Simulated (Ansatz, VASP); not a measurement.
Two plane-wave programs on Na4Ca3

The input INCAR:

```
SYSTEM = Na4Ca3
PREC = Accurate ; ENCUT = 500
EDIFF = 1E-7 ; ISMEAR = 0
SIGMA = 0.1 ; LREAL = .FALSE.
LASPH = .TRUE. ; NELM = 120
ALGO = Normal ; ISIF = 3
LWAVE = .FALSE. ; LCHARG = .FALSE.
GGA = PE ; IBRION = 2
NSW = 100 ; EDIFFG = -0.01
GGA_COMPAT = .FALSE. ; NELMIN = 4
```

KPOINTS

```
regular mesh
0
G
  6 6 6
  0 0 0
```

File POSCAR:

```
Na4Ca3
1.0
    6.9453802000      0.0000000000      0.0000000000
    0.0000000000      6.9453802000      0.0000000000
    0.0000000000      0.0000000000      6.9453802000
Na Ca
4 3
Direct
    0.5000000000      0.5000000000      0.5000000000
    0.5000000000      0.0000000000      0.0000000000
    0.0000000000      0.5000000000      0.0000000000
    0.0000000000      0.0000000000      0.5000000000
    0.5000000000      0.5000000000      0.0000000000
    0.0000000000      0.5000000000      0.5000000000
    0.5000000000      0.0000000000      0.5000000000
```

Input for Ansatz:

```yaml
crystal:
  lattice:
    - [6.9453802, 0.0, 0.0]
    - [0.0, 6.9453802, 0.0]
    - [0.0, 0.0, 6.9453802]
  atoms:
    - { symbol: Na, position: [0.5, 0.5, 0.5] }
    - { symbol: Na, position: [0.5, 0.0, 0.0] }
    - { symbol: Na, position: [0.0, 0.5, 0.0] }
    - { symbol: Na, position: [0.0, 0.0, 0.5] }
    - { symbol: Ca, position: [0.5, 0.5, 0.0] }
    - { symbol: Ca, position: [0.0, 0.5, 0.5] }
    - { symbol: Ca, position: [0.5, 0.0, 0.5] }
basis:
  ecutwfc: 420
kpoints:
  mp_grid: { grid: [6, 6, 6] }
hamiltonian:
  xc: pbe
scf:
  occupations: { method: gaussian, width: 0.1 }
output:
  forces: true
  stress: true
  eigenvalues: true
  write_density: true
  write_potential: true
  elf: true
  volumetric_format: npy
relax:
  adjacent_minimum: "off"
  f_tol: 0.01
  max_steps: 80
  cell: { stress_tol: 0.05 }
```

Change from the starting cell: species swapped into the W3N4 type (Pm-3m, No. 221).

Alike in both runs: task relaxation of cell and atoms; functional PBE; k mesh 6 × 6 × 6; occupations gaussian, width 0.1 eV; no spin polarisation.

|  | VASP | Ansatz |
| --- | --- | --- |
| version | VASP 6.6.1 | Ansatz 0.2.0 |
| potentials or method | VASP PAW PBE potentials, release 64 (Na_pv, Ca_sv), cutoff 500 eV | scalar-relativistic, plane waves, PAW |
| valence electrons in the cell | 58 | 66 |

Ansatz gave:

```
gap on the k mesh at the Fermi level, each at its own relaxed structure (eV) : none
relaxed volume (Å³/atom)                                                     : 48.60
relaxed length of the cell vector where the two differ most in proportion (Å)              : 6.981
```

Problem. Which values does VASP return?

Solution. gap on the k mesh at the Fermi level, each at its own relaxed structure (eV): none; relaxed volume (Å³/atom): 48.46; relaxed length of the cell vector where the two differ most in proportion (Å): 6.974.

A gap of «none» marks a metal or a gap that the smearing closes. VASP's potentials hold 58 valence electrons a cell and Ansatz's 66, so a difference there can come from the potentials and not from the codes.
